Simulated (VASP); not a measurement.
# Ti (Im-3m) in VASP: notebook

The runs below take Ti through single point, with LDA.

All numbers are computed with VASP 6.6.1; they aren't measurements. Logs are shortened: lines on timing, memory, paths and dates and some standing lists are left out, and cuts for length are marked.

## Step 1: The cell of the first run

The structure is cubic, space group Im-3m (No. 229). The conventional cell has a = 2.671 Å, b = 2.671 Å, c = 2.671 Å, α = 90.00°, β = 90.00°, γ = 90.00°. Within 3.1 Å of Ti (site symmetry m-3m) lie 14 Ti at 2.31 to 2.67 Å.

## Step 2: Single point, LDA (volume scaled by 0.6)

File INCAR:

```
SYSTEM = Ti
PREC     = Accurate       ! precision mode
ENCUT    = 520            ! plane-wave cutoff, eV
EDIFF    = 1E-6           ! SCF threshold, eV
ISMEAR   = -1             ! smearing method
SIGMA    = 0.08           ! smearing width, eV
LREAL    = .False.        ! projectors in reciprocal space
LASPH    = .True.         ! aspherical terms in the spheres
NELM     = 100            ! most SCF steps
ALGO     = Normal         ! electronic algorithm
ISIF     = 2              ! what is computed and relaxed
LWAVE    = .False.        ! write WAVECAR
LCHARG   = .False.        ! write CHGCAR
GGA      = CA             ! functional
NBANDS   = 12             ! bands
```

File KPOINTS:

```
regular mesh
0
Gamma
  19 19 19
  0 0 0
```

File POSCAR:

```
Ti
1.0
   -1.3356910336      1.3356910336      1.3356910336
    1.3356910336     -1.3356910336      1.3356910336
    1.3356910336      1.3356910336     -1.3356910336
Ti
1
Direct
    0.0000000000      0.0000000000      0.0000000000
```

Potentials or basis: VASP PAW LDA potentials, release 64 (Ti_sv).

Run with:

```bash
$ cat potpaw_LDA.64/Ti_sv/POTCAR > POTCAR
$ mpirun -np 1 vasp_std > vasp.out
```

OUTCAR:

```text
SYSTEM = Ti
   PREC = Accurate
   ENCUT = 520
   EDIFF = 1E-6
   ISMEAR = -1
   LREAL = .False.
   LASPH = .True.
   NELM = 100
   ISIF = 2
   GGA = CA

 ion  position               nearest neighbor table
   1  0.000  0.000  0.000-

  LATTYP: Found a body centered cubic cell.
 ALAT       =     2.6713820672

  Lattice vectors:

 A1 = (  -1.3356910336,   1.3356910336,   1.3356910336)
 A2 = (   1.3356910336,  -1.3356910336,   1.3356910336)
 A3 = (   1.3356910336,   1.3356910336,  -1.3356910336)

Analysis of symmetry for initial positions (statically):
=====================================================================
 Subroutine PRICEL returns:
 Original cell was already a primitive cell.

 Routine SETGRP: Setting up the symmetry group for a
 body centered cubic supercell.

 Subroutine GETGRP returns: Found 48 space group operations
 (whereof 48 operations were pure point group operations)
 out of a pool of 48 trial point group operations.

The static configuration has the point symmetry O_h .

Analysis of symmetry for dynamics (positions and initial velocities):
=====================================================================
 Subroutine PRICEL returns:
 Original cell was already a primitive cell.

 Routine SETGRP: Setting up the symmetry group for a
 body centered cubic supercell.

 Subroutine GETGRP returns: Found 48 space group operations
 (whereof 48 operations were pure point group operations)
 out of a pool of 48 trial point group operations.

The dynamic configuration has the point symmetry O_h .

 Subroutine INISYM returns: Found 48 space group operations
 (whereof 48 operations are pure point group operations),
 and found     1 'primitive' translations

----------------------------------------------------------------------------------------

                                     Primitive cell

  volume of cell :       9.5319

  direct lattice vectors                    reciprocal lattice vectors
    -1.335691034  1.335691034  1.335691034     0.000000000  0.374338067  0.374338067
     1.335691034 -1.335691034  1.335691034     0.374338067  0.000000000  0.374338067
     1.335691034  1.335691034 -1.335691034     0.374338067  0.374338067  0.000000000

  length of vectors
     2.313484733  2.313484733  2.313484733     0.529393972  0.529393972  0.529393972

  position of ions in fractional coordinates (direct lattice)
     0.000000000  0.000000000  0.000000000

  ion indices of the primitive-cell ions
   primitive index   ion index
                 1           1

----------------------------------------------------------------------------------------

 KPOINTS: regular mesh

Automatic generation of k-mesh.
 Grid dimensions read from file:
 generate k-points for:   19   19   19

 Generating k-lattice:

  Cartesian coordinates                     Fractional coordinates (reciprocal lattice)
     0.000000000  0.019702004  0.019702004     0.052631579  0.000000000  0.000000000
     0.019702004  0.000000000  0.019702004     0.000000000  0.052631579  0.000000000
     0.019702004  0.019702004  0.000000000     0.000000000  0.000000000  0.052631579

  Length of vectors
     0.027862841  0.027862841  0.027862841

  Shift w.r.t. Gamma in fractional coordinates (k-lattice)
     0.000000000  0.000000000  0.000000000

 Subroutine IBZKPT returns following result:
 ===========================================

 Found    220 irreducible k-points:

 Following reciprocal coordinates:
            Coordinates               Weight
  0.000000  0.000000  0.000000      1.000000
  0.052632  0.000000  0.000000     12.000000
  0.105263  0.000000  0.000000     12.000000
  0.157895  0.000000  0.000000     12.000000
  0.210526  0.000000  0.000000     12.000000
  0.263158  0.000000  0.000000     12.000000
[... 16 lines left out ...]
  0.263158  0.105263  0.000000     48.000000
  0.315789  0.105263  0.000000     48.000000
 [... further k-points ...]
   k-points           NKPTS =    220   k-points in BZ     NKDIM =    220   number of bands    NBANDS=     12
   number of dos      NEDOS =    301   number of ions     NIONS =      1
   total plane-waves  NPLWV =   5832
   dimension x,y,z NGX =    18 NGY =   18 NGZ =   18
   dimension x,y,z NGXF=    36 NGYF=   36 NGZF=   36
   ions per type =               1
   NGX,Y,Z   is equivalent  to a cutoff of  12.93, 12.93, 12.93 a.u.
   NGXF,Y,Z  is equivalent  to a cutoff of  25.87, 25.87, 25.87 a.u.
 SYSTEM =  Ti
   PREC   = accura    normal or accurate (medium, high low for compatibility)
   ISTART =      0    job   : 0-new  1-cont  2-samecut
   ICHARG =      2    charge: 1-file 2-atom 10-const
   ISPIN  =      1    spin polarized calculation?
   LNONCOLLINEAR =      F non collinear calculations
   LSORBIT =      F    spin-orbit coupling
   LASPH  =      T    aspherical Exc in radial PAW
   ENCUT  =  520.0 eV  38.22 Ry    6.18 a.u.   4.30  4.30  4.30*2*pi/ulx,y,z
   NELM   =    100;   NELMIN=  2; NELMDL= -5     # of ELM steps
   EDIFF  = 0.1E-05   stopping-criterion for ELM
   LREAL  =      F    real-space projection
   EDIFFG = 0.1E-04   stopping-criterion for IOM
   NSW    =      0    number of steps for IOM
   IBRION =     -1    ionic relax: 0-MD 1-quasi-New 2-CG
   NFREE  =      0    steps in history (QN), initial steepest desc. (CG)
   ISIF   =      2    stress and relaxation
   ISYM   =      2    0-nonsym 1-usesym 2-fastsym
   POTIM  = 0.5000    time-step for ionic-motion
   TEBEG  =    0.0;   TEEND  =   0.0 temperature during run
   PSTRESS=    0.0 pullay stress
   NELECT =      12.0000    total number of electrons
   NUPDOWN=      -1.0000    fix difference up-down
   EMIN   =  10.00;   EMAX   =-10.00  energy-range for DOS
   EFERMI =   0.00;   METHOD = LEGACY
   ISMEAR =    -1;   SIGMA  =   0.08  broadening in eV -4-tet -1-fermi 0-gaus
   EFERMI_NEDOS =   21; number of points for ismear=-14 and -15
   IALGO  =     38    algorithm
   IMIX   =      4    mixing-type and parameters
     AMIX     =   0.40;   BMIX     =  1.00
     AMIX_MAG =   1.60;   BMIX_MAG =  1.00
  volume/ion in A,a.u.               =       9.53        64.32
  Fermi-wavevector in a.u.,A,eV,Ry     =   1.767703  3.340474 42.515118  3.124773
  Thomas-Fermi vector in A             =   2.835036
   LORBIT       =      0    0 simple, 1 ext, 2 COOP (PROOUT), +10 PAW based schemes
   GGA     = CA    functional components
   LHFCALC =     F    Hartree Fock is set to
   AEXX    =    0.0000 exact exchange contribution
   IVDW    =     0    specifies the selected vdW correction
   LEPSILON=     F    determine dielectric tensor
   LRPA    =     F    only Hartree local field effects (RPA)
 non-spin polarized calculation
  energy-cutoff  :      520.00
  volume of cell :        9.53
 maximum number of plane-waves:       263
 NGX is ok and might be reduce to    18
   NGX =  9   NGY =  9   NGZ =  9

 number of electron      11.9999996 magnetization

 Free energy of the ion-electron system (eV)
  ---------------------------------------------------
  ext. energy  EPLUGINS =         0.00000000
  ---------------------------------------------------
  free energy    TOTEN  =        -6.68114403 eV

  energy without entropy =       -6.66656693  energy(sigma->0) =       -6.67385548

 E-fermi :  15.8463     XC(G=0): -14.9659

 val. band max:       15.8107317152   @ k =  -0.2105   0.2105   0.0526
 cond. band min:      15.8544971999   @ k =  -0.3684  -0.4737   0.1053
 fundamental gap:      0.0437654847
 Fermi energy:        15.8463300470

 k-point     1 :       0.0000    0.0000    0.0000
  band No.  band energies     occupation
      1     -39.9613      2.00000
      2     -14.0971      2.00000
      3     -14.0971      2.00000
      4     -14.0971      2.00000
      5       9.9167      2.00000
      6      16.9325      0.00000
      7      16.9325      0.00000
      8      16.9325      0.00000
      9      20.4448      0.00000
     10      20.4448      0.00000
     11      37.7633      0.00000
     12      37.7633      0.00000

 k-point     2 :       0.0526    0.0000    0.0000
  band No.  band energies     occupation
      1     -39.9313      2.00000
      2     -14.2138      2.00000
      3     -14.1289      2.00000
      4     -14.0994      2.00000
      5      10.0994      2.00000
      6      16.8313      0.00001
      7      16.9115      0.00000
      8      17.0852      0.00000
      9      20.3039      0.00000
     10      20.4472      0.00000
     11      37.8551      0.00000
     12      37.9510      0.00000

 k-point     3 :       0.1053    0.0000    0.0000
  band No.  band energies     occupation
      1     -39.8441      2.00000
      2     -14.5457      2.00000
      3     -14.2202      2.00000
      4     -14.1059      2.00000
      5      10.6119      2.00000
      6      16.5488      0.00031
      7      16.8232      0.00001
      8      17.5346      0.00000
      9      19.9940      0.00000
     10      20.4607      0.00000
     11      38.0558      0.00000
     12      38.3657      0.00000

 k-point     4 :       0.1579    0.0000    0.0000
  band No.  band energies     occupation
      1     -39.7066      2.00000
      2     -15.0442      2.00000
      3     -14.3588      2.00000
      4     -14.1163      2.00000
      5      11.3343      2.00000
      6      16.1374      0.05123
      7      16.6448      0.00009
      8      18.2542      0.00000
      9      19.7602      0.00000
     10      20.5005      0.00000
     11      38.1368      0.00000
     12      38.6563      0.00000

 k-point     5 :       0.2105    0.0000    0.0000
  band No.  band energies     occupation
      1     -39.5310      2.00000
      2     -15.6438      2.00000
      3     -14.5276      2.00000
      4     -14.1294      2.00000
      5      12.0234      2.00000
      6      15.6621      1.81823
      7      16.5366      0.00036
      8      19.1997      0.00000
      9      19.7613      0.00000
     10      20.5831      0.00000
     11      37.8071      0.00000
     12      38.4994      0.00000
[... 228 lines left out ...]
      1     -39.4607      2.00000
      2     -15.8135      2.00000
      3     -14.5521      2.00000
      4     -14.2487      2.00000
      5      12.4542      2.00000
      6      15.6648      1.81248
      7      15.9787      0.32082
      8      19.4071      0.00000
      9      19.8782      0.00000
     10      20.9242      0.00000
     11      38.0599      0.00000
     12      38.5991      0.00000

 k-point    22 :       0.2105    0.1053    0.0000
  band No.  band energies     occupation
      1     -39.2725      2.00000
      2     -16.3604      2.00000
      3     -14.7634      2.00000
      4     -14.2749      2.00000
      5      12.8127      2.00000
      6      15.1931      1.99943
      7      16.1855      0.02843
      8      19.5650      0.00000
      9      20.9864      0.00000
     10      21.2292      0.00000
     11      37.3564      0.00000
     12      37.7102      0.00000

 k-point    23 :       0.2632    0.1053    0.0000
  band No.  band energies     occupation
      1     -39.0836      2.00000
      2     -16.8788      2.00000
      3     -14.9712      2.00000
      4     -14.2965      2.00000
      5      12.6701      2.00000
      6      14.8001      2.00000
      7      16.9206      0.00000
      8      19.8954      0.00000
      9      21.2983      0.00000
     10      22.4038      0.00000
     11      36.2915      0.00000
     12      36.6929      0.00000

 k-point    24 :       0.3158    0.1053    0.0000
  band No.  band energies     occupation
      1     -38.9154      2.00000
      2     -17.3190      2.00000
      3     -15.1488      2.00000
      4     -14.3141      2.00000
      5      12.3159      2.00000
      6      14.4951      2.00000
      7      17.8581      0.00000
      8      20.2878      0.00000
      9      21.5308      0.00000
     10      23.6414      0.00000
     11      35.2399      0.00000
     12      35.5810      0.00000

 [... further k-points ...]

------------------------ aborting loop because EDIFF is reached ----------------------------------------

  FORCE on cell =-STRESS in cart. coord.  units (eV):
  Direction    XX          YY          ZZ          XY          YZ          ZX
  --------------------------------------------------------------------------------------
  -------------------------------------------------------------------------------------
  Total        7.5992761      7.5992761      7.5992761     -0.0000000      0.0000000      0.0000000
  in kB     1277.3349169   1277.3349169   1277.3349169     -0.0000000      0.0000000      0.0000000
  external PRESSURE =    1277.3349169 kB  Pullay stress =       0.0000000 kB

 VOLUME and BASIS-vectors are now :
 -----------------------------------------------------------------------------
  energy-cutoff  :      520.00
  volume of cell :        9.53
      direct lattice vectors                 reciprocal lattice vectors
    -1.335691034  1.335691034  1.335691034     0.000000000  0.374338067  0.374338067
     1.335691034 -1.335691034  1.335691034     0.374338067  0.000000000  0.374338067
     1.335691034  1.335691034 -1.335691034     0.374338067  0.374338067  0.000000000

 POSITION                                       TOTAL-FORCE (eV/Angst)
 -----------------------------------------------------------------------------------
      0.00000      0.00000      0.00000        -0.000000      0.000000      0.000000
 -----------------------------------------------------------------------------------
    total drift:                                0.000000     -0.000000     -0.000000

  FREE ENERGIE OF THE ION-ELECTRON SYSTEM (eV)
  ---------------------------------------------------
  free  energy   TOTEN  =        -6.6811440345 eV

  energy  without entropy=       -6.6665669284  energy(sigma->0) =       -6.67385548
```

Wall time 18 s (1 thread of Intel Xeon Platinum 8259CL at 2.50GHz (Skylake/Cascade Lake), shared host); peak memory 0.13 GiB.

What came out:

```
Free energy            : -6.6811 eV
Pressure               : 127.7 GPa
Band gap on the k mesh : zero (band 6 reaches 16.98 eV, above the bottom of band 7 at 14.52 eV)
```

## Step 3: Single point, LDA (volume scaled by 0.68)

File INCAR:

```
SYSTEM = Ti
PREC = Accurate
ENCUT = 520
EDIFF = 1E-6
ISMEAR = -1
SIGMA = 0.08
LREAL = .False.
LASPH = .True.
NELM = 100
ALGO = Normal
ISIF = 2
LWAVE = .False.
LCHARG = .True.
LELF = .True.
LVHAR = .True.
NBANDS = 12
```

File KPOINTS:

```
Automatic mesh
0
Gamma
  19 19 19
  0 0 0
```

File POSCAR:

```
Ti
1.0
   -1.3925962820      1.3925962820      1.3925962820
    1.3925962820     -1.3925962820      1.3925962820
    1.3925962820      1.3925962820     -1.3925962820
Ti
1
Direct
    0.0000000000      0.0000000000      0.0000000000
```

Potentials or basis: VASP PAW LDA potentials, release 64 (Ti_sv).

Run with:

```bash
$ cat potpaw_LDA.64/Ti_sv/POTCAR > POTCAR
$ mpirun -np 1 vasp_std > vasp.out
```

It took 20 s on 1 thread of Intel Xeon Platinum 8259CL at 2.50GHz (Skylake/Cascade Lake), shared host; peak memory 0.14 GiB.

Results (log left out):

```
Free energy            : -7.4958 eV
Pressure               : 80.6 GPa
Band gap on the k mesh : zero (band 6 reaches 15.00 eV, above the bottom of band 7 at 12.74 eV)
```

Levels at points of the mesh, in eV from the Fermi level:
| k point | band 2 | band 3 | band 4 | band 5 | band 6 | band 7 | band 8 | band 9 | band 10 | band 11 |
| --- | --- | --- | --- | --- | --- | --- | --- | --- | --- | --- |
| (0.00, 0.00, 0.00) | -30.42 | -30.42 | -30.42 | -6.23 | 1.15 | 1.15 | 1.15 | 4.22 | 4.22 | 20.97 |

## Step 4: Single point, LDA (volume scaled by 0.76)

File INCAR:

```
SYSTEM = Ti
ALGO = Normal
EDIFF = 1E-6
ENCUT = 520
ISIF = 2
ISMEAR = -1
LASPH = .TRUE.
LCHARG = .FALSE.
LREAL = .FALSE.
LWAVE = .FALSE.
NBANDS = 12
NELM = 60
PREC = Accurate
SIGMA = 0.08
```

File KPOINTS:

```
k-points
0
G
  19 19 19
  0 0 0
```

File POSCAR:

```
Ti
1.0
   -1.4451961343      1.4451961343      1.4451961343
    1.4451961343     -1.4451961343      1.4451961343
    1.4451961343      1.4451961343     -1.4451961343
Ti
1
Direct
    0.0000000000      0.0000000000      0.0000000000
```

Run with:

```bash
$ cat potpaw_LDA.64/Ti_sv/POTCAR > POTCAR
$ mpirun -np 1 vasp_std > vasp.out
```

Run time: 22 s. Hardware: 1 thread of Intel Xeon Platinum 8259CL at 2.50GHz (Skylake/Cascade Lake), shared host; peak memory 0.14 GiB.

The run converged. Its results:

| Item | Value |
| --- | --- |
| Free energy | -8.0002 eV |
| Pressure | 48.6 GPa |
| Band gap on the k mesh | zero (band 6 reaches 13.39 eV, above the bottom of band 7 at 11.33 eV) |

Levels at points of the mesh, in eV from the Fermi level:
```
           k point  band 4  band 5  band 6  band 7  band 8  band 9
(0.00, 0.00, 0.00)  -30.83   -6.32    1.15    1.15    1.15    3.88
```

## Step 5: Single point, LDA (volume scaled by 0.76)

File INCAR:

```
ALGO = Normal
EDIFF = 1E-6
ENCUT = 520
ISIF = 2
ISMEAR = -1
LASPH = T
LCHARG = T
LELF = T
LREAL = F
LVHAR = T
LWAVE = F
NBANDS = 12
NELM = 60
PREC = Accurate
SIGMA = 0.08
```

File KPOINTS:

```
k-points
0
Gamma
  19 19 19
```

POSCAR is that of step 4.

Run with:

```bash
$ cat potpaw_LDA.64/Ti_sv/POTCAR > POTCAR
$ mpirun -np 1 vasp_std > vasp.out
```

It took 22 s on 1 thread of Intel Xeon Platinum 8259CL at 2.50GHz (Skylake/Cascade Lake), shared host; peak memory 0.14 GiB.

Results (log left out):

- Free energy: -8.0002 eV
- Pressure: 48.6 GPa
- Band gap on the k mesh: zero (band 6 reaches 13.39 eV, above the bottom of band 7 at 11.33 eV)

Levels at points of the mesh, in eV from the Fermi level:
```tsv
k point	band 3	band 4	band 5	band 6	band 7	band 8	band 9	band 10
(0.00, 0.00, 0.00)	-30.83	-30.83	-6.32	1.15	1.15	1.15	3.88	3.88
```

## Step 6: Overview

| cell | gap on the mesh (eV) | pressure (GPa) |
| --- | --- | --- |
| a = 2.313 Å, angles 109.5°, 1 atom | none | 127.7 |
| a = 2.412 Å, angles 109.5°, 1 atom | none | 80.6 |
| a = 2.503 Å, angles 109.5°, 1 atom | none | 48.6 |

Alike in all rows: task single point; level LDA; potentials or basis VASP PAW LDA potentials, release 64 (Ti_sv); no spin polarisation; k mesh 19 × 19 × 19; cutoff (eV) 520; smearing fermi-dirac 0.08 eV.

Absolute energies hang on the potentials; compare differences alone.
